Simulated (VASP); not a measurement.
A run of VASP 6.6.1 is set up as follows.

INCAR

```
PREC = Accurate ; ENCUT = 520
EDIFF = 1E-7 ; ISMEAR = -1
SIGMA = 0.02 ; LREAL = F
LASPH = T ; NELM = 80
ALGO = Normal ; ISIF = 2
LWAVE = F ; LCHARG = T
GGA = PS ; LELF = T
LVHAR = T ; NBANDS = 27
```

KPOINTS

```
regular mesh
0
Gamma
  7 7 6
```

Contents of POSCAR:

```
InSe
1.0
    5.7885969728     -2.0272263251      0.0000000000
    5.7885969728      2.0272263251      0.0000000000
   -1.5777993207      0.0000000000      4.2652214539
In Se
2 2
Direct
    0.8840000000      0.8840000000      0.0050000000
    0.1160000000      0.1160000000      0.9950000000
    0.6600000000      0.6600000000      0.6420000000
    0.3400000000      0.3400000000      0.3580000000
```

Potentials or basis: VASP PAW PBE potentials, release 64 (In_d, Se).

Launch:

```console
$ cat potpaw_PBE.64/In_d/POTCAR potpaw_PBE.64/Se/POTCAR > POTCAR
$ mpirun -np 1 vasp_std > vasp.out
```

**Question.** What does it give for the pressure?

**Answer.** 2.6 GPa.

**Question.** What does it give for the band gap on the k mesh?

**Answer.** 0.98 eV (least direct gap 1.32 eV).

**Question.** Predict the largest force.

**Answer.** 0.889 eV/Å.

Forces in eV/Å, atoms in the order of the input:
```
In  -0.002  0.000  0.552
In   0.002  0.000 -0.552
Se  -0.828  0.000 -0.324
Se   0.828  0.000  0.324
```

Caveat: the PAW data sets were made with another functional, which shifts forces and pressure a little; spin-orbit coupling is left out, which moves the levels of the heavy elements; an odd mesh through Γ misses points on the zone boundary, where band edges can lie.
